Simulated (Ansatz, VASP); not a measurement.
**Two plane-wave programs on HfBiO**

```
Hf Bi O
1.0
     3.15200    0.00000    0.00000
     0.00000    3.15200    0.00000
     0.00000    0.00000    5.99096
Hf Bi O
1 1 1
Direct
  0.50000 0.50000 0.00000
  0.50000 0.50000 0.50000
  0.00000 0.00000 0.00000
```

Change from the starting cell: species swapped into the DyCoC type (P4/mmm, No. 123).

Alike in both runs: functional PBE; k mesh 4 × 4 × 4; occupations gaussian, width 0.1 eV; no spin polarisation.

Ansatz relaxed the structure, and its values are those at the end. VASP's run is a single point on that final structure, the one shown.

|  | VASP | Ansatz |
| --- | --- | --- |
| version | VASP 6.6.1 | Ansatz 0.2.0 |
| potentials or method | VASP PAW PBE potentials, release 64 (Hf_pv, Bi_d, O), cutoff 520 eV | scalar-relativistic, plane waves, PAW |
| valence electrons in the cell | 31 | 47 |

|  | VASP | Ansatz | Ansatz less VASP |
| --- | --- | --- | --- |
| gap on the k mesh at the Fermi level (eV) | none | none | - |
| pressure (GPa) | -1.0 | 0.1 | +1.08 |

A gap of «none» marks a metal or a gap that the smearing closes. With one functional, cell and mesh, what is left measures potentials, basis and numerics. VASP's potentials hold 31 valence electrons a cell and Ansatz's 47, so a difference there can come from the potentials and not from the codes.

The k mesh is coarse, so the values compare programs but aren't converged. Neither program's run includes spin-orbit coupling.
